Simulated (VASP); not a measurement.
# Zr4ScO (P4/mmm) in VASP: single point with PBE

Aim: the single point of Zr4ScO with PBE.

Everything below comes from runs of VASP 6.6.1. Logs are shortened: lines on timing, memory, paths and dates and some standing lists are left out, and cuts for length are marked.

## (1) The cell of the first run

It takes space group P4/mmm (No. 123, tetragonal). Conventional cell: a = 2.994 Å, b = 2.994 Å, c = 13.019 Å, α = 90.00°, β = 90.00°, γ = 90.00°. Within 4.0 Å of Zr (site symmetry 4mm) lie 8 Zr at 2.99 to 3.23 Å and 4 Sc at 3.34 Å and 1 O at 3.92 Å. Within 3.4 Å of Zr (site symmetry 4mm) lie 4 O at 2.59 Å and 9 Zr at 2.97 to 3.23 Å. Sc (site symmetry 4/mmm) has 4 Sc at 2.99 Å and 8 Zr at 3.34 Å within 3.9 Å. Within 3.4 Å of O (site symmetry 4/mmm) lie 8 Zr at 2.59 Å and 4 O at 2.99 Å.

The cell was generated, and may not be a known phase.

## (2) Single point, PBE, collinear spin

The input, INCAR:

```
  PREC = Accurate
  ENCUT = 600
  EDIFF = 1E-6
  ISMEAR = 0
  SIGMA = 0.1
  LREAL = False
  LASPH = True
  NELM = 200
  ALGO = Normal
  ISIF = 2
  LWAVE = False
  LCHARG = False
  ISPIN = 2
  MAGMOM = 1 1 1 1 1 0
  LORBIT = 11
  LMAXMIX = 4
  GGA = PE
  NBANDS = 46
  GGA_COMPAT = False
```

The input, KPOINTS:

```
regular mesh
0
Gamma
  6 6 2
```

The input, POSCAR:

```
Zr4ScO
1.0
    2.9937146180      0.0000000000      0.0000000000
    0.0000000000      2.9937146180      0.0000000000
    0.0000000000      0.0000000000     13.0194699337
Zr Sc O
4 1 1
Direct
    0.5000000000      0.5000000000      0.1988978163
    0.0000000000      0.0000000000      0.6140357209
    0.0000000000      0.0000000000      0.3859642791
    0.5000000000      0.5000000000      0.8011021837
    0.0000000000      0.0000000000      0.0000000000
    0.5000000000      0.5000000000      0.5000000000
```

Potentials or basis: VASP PAW PBE potentials, release 64 (Zr_sv, Sc_sv, O).

Run with:

```console
cat potpaw_PBE.64/Zr_sv/POTCAR potpaw_PBE.64/Sc_sv/POTCAR potpaw_PBE.64/O/POTCAR > POTCAR
mpirun -np 1 vasp_std > vasp.out
```

OUTCAR:

```text
PREC = Accurate
   ENCUT = 600
   EDIFF = 1E-6
   ISMEAR = 0
   LREAL = False
   LASPH = True
   NELM = 200
   ISIF = 2
   ISPIN = 2
   LORBIT = 11
   GGA = PE

 ion  position               nearest neighbor table
   1  0.500  0.500  0.199-   3 3.23   3 3.23   3 3.23   3 3.23   5 3.34   5 3.34   5 3.34   5 3.34

   2  0.000  0.000  0.614-   6 2.59   6 2.59   6 2.59   6 2.59   3 2.97   4 3.23   4 3.23   4 3.23
                             4 3.23
   3  0.000  0.000  0.386-   6 2.59   6 2.59   6 2.59   6 2.59   2 2.97   1 3.23   1 3.23   1 3.23
                             1 3.23
   4  0.500  0.500  0.801-   2 3.23   2 3.23   2 3.23   2 3.23   5 3.34   5 3.34   5 3.34   5 3.34

   5  0.000  0.000  0.000-   1 3.34   4 3.34   1 3.34   4 3.34   1 3.34   4 3.34   1 3.34   4 3.34

   6  0.500  0.500  0.500-   2 2.59   3 2.59   2 2.59   3 2.59   2 2.59   3 2.59   2 2.59   3 2.59

  LATTYP: Found a simple tetragonal cell.
 ALAT       =     2.9937146180
 C/A-ratio  =     4.3489348836

  Lattice vectors:

 A1 = (   2.9937146180,   0.0000000000,   0.0000000000)
 A2 = (   0.0000000000,   2.9937146180,   0.0000000000)
 A3 = (   0.0000000000,   0.0000000000,  13.0194699337)

Analysis of symmetry for initial positions (statically):
=====================================================================
 Subroutine PRICEL returns:
 Original cell was already a primitive cell.

 Routine SETGRP: Setting up the symmetry group for a
 simple tetragonal supercell.

 Subroutine GETGRP returns: Found 16 space group operations
 (whereof 16 operations were pure point group operations)
 out of a pool of 16 trial point group operations.

The static configuration has the point symmetry D_4h.

Analysis of symmetry for dynamics (positions and initial velocities):
=====================================================================
 Subroutine PRICEL returns:
 Original cell was already a primitive cell.

 Routine SETGRP: Setting up the symmetry group for a
 simple tetragonal supercell.

 Subroutine GETGRP returns: Found 16 space group operations
 (whereof 16 operations were pure point group operations)
 out of a pool of 16 trial point group operations.

The dynamic configuration has the point symmetry D_4h.

Analysis of structural, dynamic, and magnetic symmetry:
=====================================================================
 Subroutine PRICEL returns:
 Original cell was already a primitive cell.

 Routine SETGRP: Setting up the symmetry group for a
 simple tetragonal supercell.

 Subroutine GETGRP returns: Found 16 space group operations
 (whereof 16 operations were pure point group operations)
 out of a pool of 16 trial point group operations.

The overall configuration has the point symmetry D_4h.

 Subroutine INISYM returns: Found 16 space group operations
 (whereof 16 operations are pure point group operations),
 and found     1 'primitive' translations

----------------------------------------------------------------------------------------

                                     Primitive cell

  volume of cell :     116.6847

  direct lattice vectors                    reciprocal lattice vectors
     2.993714618  0.000000000  0.000000000     0.334033175  0.000000000  0.000000000
     0.000000000  2.993714618  0.000000000     0.000000000  0.334033175  0.000000000
     0.000000000  0.000000000 13.019469934     0.000000000  0.000000000  0.076808043

  length of vectors
     2.993714618  2.993714618 13.019469934     0.334033175  0.334033175  0.076808043

  position of ions in fractional coordinates (direct lattice)
     0.500000000  0.500000000  0.198897816
     0.000000000  0.000000000  0.614035721
     0.000000000  0.000000000  0.385964279
     0.500000000  0.500000000  0.801102184
     0.000000000  0.000000000  0.000000000
     0.500000000  0.500000000  0.500000000

  ion indices of the primitive-cell ions
   primitive index   ion index
                 1           1
                 2           2
                 3           3
                 4           4
                 5           5
                 6           6

----------------------------------------------------------------------------------------
[... 48 lines left out ...]
   number of dos      NEDOS =    301   number of ions     NIONS =      6
   total plane-waves  NPLWV =  62208
   dimension x,y,z NGX =    24 NGY =   24 NGZ =  108
   dimension x,y,z NGXF=    48 NGYF=   48 NGZF=  216
   ions per type =               4   1   1
   NGX,Y,Z   is equivalent  to a cutoff of  13.33, 13.33, 13.79 a.u.
   NGXF,Y,Z  is equivalent  to a cutoff of  26.66, 26.66, 27.58 a.u.
 SYSTEM =  unknown system
   PREC   = accura    normal or accurate (medium, high low for compatibility)
   ISTART =      0    job   : 0-new  1-cont  2-samecut
   ICHARG =      2    charge: 1-file 2-atom 10-const
   ISPIN  =      2    spin polarized calculation?
   LNONCOLLINEAR =      F non collinear calculations
   LSORBIT =      F    spin-orbit coupling
   LASPH  =      T    aspherical Exc in radial PAW
   ENCUT  =  600.0 eV  44.10 Ry    6.64 a.u.   5.98  5.98 26.00*2*pi/ulx,y,z
   NELM   =    200;   NELMIN=  2; NELMDL= -5     # of ELM steps
   EDIFF  = 0.1E-05   stopping-criterion for ELM
   LREAL  =      F    real-space projection
   EDIFFG = 0.1E-04   stopping-criterion for IOM
   NSW    =      0    number of steps for IOM
   IBRION =     -1    ionic relax: 0-MD 1-quasi-New 2-CG
   NFREE  =      0    steps in history (QN), initial steepest desc. (CG)
   ISIF   =      2    stress and relaxation
   ISYM   =      2    0-nonsym 1-usesym 2-fastsym
   POTIM  = 0.5000    time-step for ionic-motion
   TEBEG  =    0.0;   TEEND  =   0.0 temperature during run
   PSTRESS=    0.0 pullay stress
   NELECT =      65.0000    total number of electrons
   NUPDOWN=      -1.0000    fix difference up-down
   EMIN   =  10.00;   EMAX   =-10.00  energy-range for DOS
   EFERMI =   0.00;   METHOD = LEGACY
   ISMEAR =     0;   SIGMA  =   0.10  broadening in eV -4-tet -1-fermi 0-gaus
   EFERMI_NEDOS =   21; number of points for ismear=-14 and -15
   IALGO  =     38    algorithm
   IMIX   =      4    mixing-type and parameters
     AMIX     =   0.40;   BMIX     =  1.00
     AMIX_MAG =   1.60;   BMIX_MAG =  1.00
  volume/ion in A,a.u.               =      19.45       131.24
  Fermi-wavevector in a.u.,A,eV,Ry     =   1.347022  2.545502 24.687328  1.814467
  Thomas-Fermi vector in A             =   2.474806
   LORBIT       =     11    0 simple, 1 ext, 2 COOP (PROOUT), +10 PAW based schemes
   GGA     = PE    functional components
   LHFCALC =     F    Hartree Fock is set to
   AEXX    =    0.0000 exact exchange contribution
   IVDW    =     0    specifies the selected vdW correction
   LEPSILON=     F    determine dielectric tensor
   LRPA    =     F    only Hartree local field effects (RPA)
 spin polarized calculation
 Gauss-broadening in eV      SIGMA  =   0.10
  energy-cutoff  :      600.00
  volume of cell :      116.68
 maximum number of plane-waves:      3940
 NGX is ok and might be reduce to    24
   NGX = 11   NGY = 11   NGZ = 53

 number of electron      65.0000000 magnetization       0.0113058

 number of electron      65.0000000 magnetization      -0.0004232

 Free energy of the ion-electron system (eV)
  ---------------------------------------------------
  ext. energy  EPLUGINS =         0.00000000
  ---------------------------------------------------
  free energy    TOTEN  =       -48.36595399 eV

  energy without entropy =      -48.33524267  energy(sigma->0) =      -48.35059833

 E-fermi :   8.3677     XC(G=0): -11.2021

 val. band max:        8.3417382990   @ k =   0.1667   0.1667   0.0000
 cond. band min:       8.3900166152   @ k =   0.1667   0.1667   0.5000
 fundamental gap:      0.0482783162
 Fermi energy:         8.3677011159

 spin component 1

 k-point     1 :       0.0000    0.0000    0.0000
  band No.  band energies     occupation
      1     -40.9348      1.00000
      2     -40.5873      1.00000
      3     -40.5248      1.00000
      4     -40.0203      1.00000
      5     -40.0197      1.00000
      6     -19.5280      1.00000
[... 929 lines left out ...]
     43      13.1128      0.00000
     44      13.2815      0.00000
 Fermi energy:         8.3677011159

 spin component 2

 k-point     1 :       0.0000    0.0000    0.0000
  band No.  band energies     occupation
      1     -40.9350      1.00000
      2     -40.5875      1.00000
      3     -40.5250      1.00000
      4     -40.0201      1.00000
      5     -40.0196      1.00000
      6     -19.5282      1.00000
[... 929 lines left out ...]
     43      13.1130      0.00000
     44      13.2811      0.00000
 [bands above 44 left out]

------------------------ aborting loop because EDIFF is reached ----------------------------------------

  FORCE on cell =-STRESS in cart. coord.  units (eV):
  Direction    XX          YY          ZZ          XY          YZ          ZX
  --------------------------------------------------------------------------------------
  -------------------------------------------------------------------------------------
  Total        0.0006125      0.0006125     -0.0480262      0.0000000     -0.0000000      0.0000000
  in kB        0.0084099      0.0084099     -0.6594397      0.0000000     -0.0000000      0.0000000
  external PRESSURE =      -0.2142066 kB  Pullay stress =       0.0000000 kB

 VOLUME and BASIS-vectors are now :
 -----------------------------------------------------------------------------
  energy-cutoff  :      600.00
  volume of cell :      116.68
      direct lattice vectors                 reciprocal lattice vectors
     2.993714618  0.000000000  0.000000000     0.334033175  0.000000000  0.000000000
     0.000000000  2.993714618  0.000000000     0.000000000  0.334033175  0.000000000
     0.000000000  0.000000000 13.019469934     0.000000000  0.000000000  0.076808043

 POSITION                                       TOTAL-FORCE (eV/Angst)
 -----------------------------------------------------------------------------------
      1.49686      1.49686      2.58954        -0.000000      0.000000      0.018724
      0.00000      0.00000      7.99442        -0.000000     -0.000000      0.040002
      0.00000      0.00000      5.02505        -0.000000     -0.000000     -0.040002
      1.49686      1.49686     10.42993         0.000000      0.000000     -0.018724
      0.00000      0.00000      0.00000        -0.000000     -0.000000      0.000000
      1.49686      1.49686      6.50973        -0.000000     -0.000000      0.000000
 -----------------------------------------------------------------------------------
    total drift:                                0.000000     -0.000000     -0.000000

  FREE ENERGIE OF THE ION-ELECTRON SYSTEM (eV)
  ---------------------------------------------------
  free  energy   TOTEN  =       -48.3659539891 eV

  energy  without entropy=      -48.3352426690  energy(sigma->0) =      -48.35059833

 total charge

# of ion       s       p       d       tot
------------------------------------------
    1        2.233   5.954   1.689   9.876
    2        2.202   5.955   1.704   9.860
    3        2.202   5.955   1.704   9.860
    4        2.233   5.954   1.689   9.876
    5        2.277   6.125   1.047   9.450
    6        1.564   3.350   0.000   4.913
--------------------------------------------------
tot         12.710  33.294   7.833  53.836

 magnetization (x)

# of ion       s       p       d       tot
------------------------------------------
    1        0.000   0.000   0.000   0.000
    2       -0.000  -0.000  -0.000  -0.000
    3       -0.000  -0.000  -0.000  -0.000
    4        0.000   0.000   0.000   0.000
    5       -0.000  -0.000  -0.000  -0.000
    6       -0.000   0.000   0.000   0.000
--------------------------------------------------
tot         -0.000   0.000  -0.000  -0.000
```

Run time: 3.2 min. Hardware: 1 thread of AMD EPYC 9R45 (Zen 5), shared host; peak memory 0.38 GiB.

What came out:

```
Free energy                                           : -48.3660 eV
Pressure                                              : 0.0 GPa
Largest force                                         : 0.040 eV/Å
Net moment                                            : 0.00 μB per cell
Valence electrons inside the program's atomic spheres : Zr 9.88, 9.86 (each value once); Sc 9.45; O 4.91
```

Forces on the atoms (eV/Å):
```
Zr   0.000  0.000  0.019
Zr   0.000  0.000  0.040
Zr   0.000  0.000 -0.040
Zr   0.000  0.000 -0.019
Sc   0.000  0.000  0.000
O    0.000  0.000  0.000
```
